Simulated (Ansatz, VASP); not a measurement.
Two plane-wave programs on Pt

INCAR

```
SYSTEM = Pt
  PREC = Accurate
  ENCUT = 500
  EDIFF = 1E-6
  ISMEAR = 0
  SIGMA = 0.1
  LREAL = .FALSE.
  LASPH = .TRUE.
  NELM = 120
  ALGO = Normal
  ISIF = 2
  LWAVE = .FALSE.
  LCHARG = .FALSE.
  NBANDS = 11
  GGA_COMPAT = .FALSE.
```

KPOINTS

```
regular mesh
0
G
  8 8 8
  0 0 0
```

POSCAR

```
Pt
1.0
    0.0000000000      1.9579000000      1.9579000000
    1.9579000000      0.0000000000      1.9579000000
    1.9579000000      1.9579000000      0.0000000000
Pt
1
Direct
    0.0000000000      0.0000000000      0.0000000000
```

Input for Ansatz:

```yaml
crystal:
  lattice:
    - [0.0, 1.9579, 1.9579]
    - [1.9579, 0.0, 1.9579]
    - [1.9579, 1.9579, 0.0]
  atoms:
    - { symbol: Pt, position: [0.0, 0.0, 0.0] }
basis:
  ecutwfc: 420
kpoints:
  mp_grid: { grid: [8, 8, 8] }
hamiltonian:
  xc: lda
scf:
  occupations: { method: gaussian, width: 0.1 }
output:
  forces: true
  stress: true
  eigenvalues: true
```

Alike in both runs: task single point; functional LDA; k mesh 8 × 8 × 8; occupations gaussian, width 0.1 eV; no spin polarisation.

|  | VASP | Ansatz |
| --- | --- | --- |
| version | VASP 6.6.1 | Ansatz 0.2.0 |
| potentials or method | VASP PAW LDA potentials, release 64 (Pt), cutoff 500 eV | scalar-relativistic, plane waves, PAW |
| valence electrons in the cell | 10 | 18 |

|  | VASP | Ansatz | Ansatz less VASP |
| --- | --- | --- | --- |
| gap on the k mesh at the Fermi level (eV) | none | none | - |
| pressure (GPa) | -4.9 | -5.6 | -0.67 |

LDA's correlation is that of Perdew and Zunger in VASP and of Perdew and Wang (1992) in Ansatz. A gap of «none» marks a metal or a gap that the smearing closes. VASP's potentials hold 10 valence electrons a cell and Ansatz's 18, so a difference there can come from the potentials and not from the codes.

Neither program's run includes spin-orbit coupling.
